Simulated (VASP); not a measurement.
A run of VASP 6.6.1:

INCAR

```
  PREC = Accurate
  ENCUT = 520
  EDIFF = 1E-7
  ISMEAR = 0
  SIGMA = 0.01
  LREAL = F
  LASPH = T
  NELM = 100
  ALGO = Normal
  ISIF = 2
  LWAVE = F
  LCHARG = F
  NBANDS = 14
```

The input KPOINTS:

```
regular mesh
0
Gamma
  2 2 2
```

File POSCAR:

```
NaI
1.0
    0.0000000000      3.5431916648      3.5431916648
    3.5431916648      0.0000000000      3.5431916648
    3.5431916648      3.5431916648      0.0000000000
Na I
1 1
Direct
    0.0000000000      0.0000000000      0.0000000000
    0.2500000000      0.2500000000      0.2500000000
```

Potentials or basis: VASP PAW LDA potentials, release 64 (Na_pv, I).

Command:

```sh
$ cat potpaw_LDA.64/Na_pv/POTCAR potpaw_LDA.64/I/POTCAR > POTCAR
$ mpirun -np 1 vasp_std > vasp.out
```

Hardware: 1 thread of AMD EPYC 9R45 96-Core Processor (Zen 5), with other jobs on the host.

**Question.** How long does it take, and how much memory?

**Answer.** Wall time 4 s on 1 thread of AMD EPYC 9R45 96-Core Processor (Zen 5), with other jobs on the host, peak memory 0.15 GiB. Counts: scf iterations 13, k points 3.
